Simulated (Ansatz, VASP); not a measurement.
# One calculation of HfC, two programs

```
CELL_PARAMETERS angstrom
-0.73509 2.02150 2.02150
2.02150 -0.73509 2.02150
2.02150 2.02150 -0.73509
ATOMIC_POSITIONS crystal
Hf 0.50000 0.50000 0.50000
C 0.00000 0.00000 0.00000
```

Alike in both runs: task single point; functional PBE; k mesh 20 × 20 × 20; occupations gaussian, width 0.15 eV; no spin polarisation.

|  | VASP | Ansatz |
| --- | --- | --- |
| version | VASP 6.6.1 | Ansatz 0.2.0 |
| potentials or method | VASP PAW PBE potentials, release 64 (Hf_pv, C), cutoff 520 eV | scalar-relativistic, plane waves, PAW |
| valence electrons in the cell | 14 | 30 |

|  | VASP | Ansatz | Ansatz less VASP |
| --- | --- | --- | --- |
| gap on the k mesh at the Fermi level (eV) | none | none | - |
| pressure (GPa) | -5.1 | -3.9 | +1.21 |
| traceless stress, the component that is largest in VASP (GPa) | 14.17 | 14.21 | +0.039 |

A gap of «none» marks a metal or a gap that the smearing closes. With one functional, cell and mesh, what is left measures potentials, basis and numerics. VASP's potentials hold 14 valence electrons a cell and Ansatz's 30, so a difference there can come from the potentials and not from the codes.

Spin-orbit coupling is off throughout.
